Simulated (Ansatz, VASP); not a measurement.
Given: the input of a run of VASP 6.6.1 on HfO2.

File INCAR:

```
ALGO = Normal
EDIFF = 1E-7
ENCUT = 520
GGA = PE
ISIF = 2
ISMEAR = -1
LASPH = T
LCHARG = F
LREAL = F
LWAVE = F
NBANDS = 56
NELM = 60
PREC = Accurate
SIGMA = 0.05
```

Contents of KPOINTS:

```
k-points
0
Gamma
  7 7 8
```

The input POSCAR:

```
HfO2
1.0
    5.0803194000      0.0000000000      0.0000000000
    0.0000000000      5.1648674500      0.0000000000
    0.0000000000      0.0000000000      4.8908836500
Hf O
4 8
Direct
    0.2225908200      0.7817995800      0.2720679400
    0.7225908200      0.7182004200      0.7279320600
    0.7774091800      0.2182004200      0.2720679400
    0.2774091800      0.2817995800      0.7279320600
    0.1868153200      0.1636487800      0.1045346200
    0.6868153200      0.3363512200      0.8954653800
    0.8131846800      0.8363512200      0.1045346200
    0.3131846800      0.6636487800      0.8954653800
    0.0000000000      0.5000000000      0.4890544500
    0.5000000000      0.0000000000      0.5109455500
    0.0000000000      0.0000000000      0.5756249900
    0.5000000000      0.5000000000      0.4243750100
```

Potentials or basis: VASP PAW PBE potentials, release 64 (Hf_pv, O).

Run with:

```sh
$ cat potpaw_PBE.64/Hf_pv/POTCAR potpaw_PBE.64/O/POTCAR > POTCAR
$ mpirun -np 1 vasp_std > vasp.out
```

Task: Set up the same calculation for Ansatz 0.2.0. Potentials there: Ansatz PAW.

Result: As run (the cutoff follows the program's own potentials):

The input input.yaml:

```yaml
crystal:
  lattice:
    - [5.0803194, 0.0, 0.0]
    - [0.0, 5.16486745, 0.0]
    - [0.0, 0.0, 4.89088365]
  atoms:
    - { symbol: Hf, position: [0.22259082, 0.78179958, 0.27206794] }
    - { symbol: Hf, position: [0.72259082, 0.71820042, 0.72793206] }
    - { symbol: Hf, position: [0.77740918, 0.21820042, 0.27206794] }
    - { symbol: Hf, position: [0.27740918, 0.28179958, 0.72793206] }
    - { symbol: O, position: [0.18681532, 0.16364878, 0.10453462] }
    - { symbol: O, position: [0.68681532, 0.33635122, 0.89546538] }
    - { symbol: O, position: [0.81318468, 0.83635122, 0.10453462] }
    - { symbol: O, position: [0.31318468, 0.66364878, 0.89546538] }
    - { symbol: O, position: [0.0, 0.5, 0.48905445] }
    - { symbol: O, position: [0.5, 0.0, 0.51094555] }
    - { symbol: O, position: [0.0, 0.0, 0.57562499] }
    - { symbol: O, position: [0.5, 0.5, 0.42437501] }
hamiltonian:
  xc: pbe
  pseudopotentials: { kind: paw }
kpoints:
  mp_grid: { grid: [7, 7, 8] }
scf:
  occupations: { method: fermi_dirac, width: 0.05 }
output:
  forces: true
  stress: true
  eigenvalues: true
```

Potentials or basis: Ansatz PAW.

Run with:

```bash
$ ansatz run input.yaml --threads 4 --pin off --max-ram 11264MiB --backend cpu --events-out ev --progress --plain --runs-dir out
```

Both were run:

|  | VASP | Ansatz | Ansatz less VASP |
| --- | --- | --- | --- |
| gap on the k mesh at the Fermi level (eV) | 3.83 | 3.86 | +0.031 |
| least direct gap on the mesh (eV) | 3.83 | 3.86 | +0.031 |
| pressure (GPa) | 6.5 | 9.9 | +3.43 |
| traceless stress, the component that is largest in VASP (GPa) | -0.39 | -0.57 | -0.186 |
| rms of the force components (eV/Å) | 0.043 | 0.081 | +0.0377 |

Atom by atom the forces differ by 0.042 eV/Å (rms over components). VASP's potentials hold 88 valence electrons a cell and Ansatz's 152, so a difference there can come from the potentials and not from the codes.

Spin-orbit coupling is off throughout. Noted on Ansatz's run: odd divisions of the mesh miss points on the zone boundary, where band edges often lie, so the gap on the mesh can be too wide.
